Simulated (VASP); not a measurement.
TiAgHg2, 4 atoms in the cell. The structure is tetragonal, space group P4/mmm (No. 123). The conventional cell has a = 4.685 Å, b = 4.685 Å, c = 3.267 Å, α = 90.00°, β = 90.00°, γ = 90.00°. Ti (site symmetry 4/mmm) has 8 Hg at 2.86 Å and 2 Ti at 3.27 Å and 4 Ag at 3.31 Å within 3.8 Å. Within 3.8 Å of Ag (site symmetry 4/mmm) lie 8 Hg at 2.86 Å and 2 Ag at 3.27 Å and 4 Ti at 3.31 Å. Hg (site symmetry mmm) has 4 Ti at 2.86 Å and 4 Ag at 2.86 Å and 6 Hg at 3.27 to 3.31 Å within 3.8 Å. 

- Program: VASP 6.6.1
- Task: single point
- Functional: LDA
- Potentials or basis: VASP PAW LDA potentials, release 64 (Ti_sv, Ag, Hg)
- Cutoff: 520 eV
- k mesh: 10 × 10 × 10
- Occupations: fermi-dirac, width 0.15 eV
- Spin: no spin polarisation
- Dipole correction: no
- Further INCAR settings: ALGO = Fast; EDIFF = 1e-07; NBANDS = 32

Potentials or basis: VASP PAW LDA potentials, release 64 (Ti_sv, Ag, Hg).

The run is started by

```console
$ cat potpaw_LDA.64/Ti_sv/POTCAR potpaw_LDA.64/Ag/POTCAR potpaw_LDA.64/Hg/POTCAR > POTCAR
$ mpirun -np 1 vasp_std > vasp.out
```

Hardware: 1 thread of Intel(R) Xeon(R) 6975P-C (Granite Rapids), on a shared host.

Task: Estimate the wall time of this run.

Result: Run time: 2.9 min on 1 thread of Intel(R) Xeon(R) 6975P-C (Granite Rapids) (shared host), peak memory 0.37 GiB. Counts: scf iterations 27, k points 126.
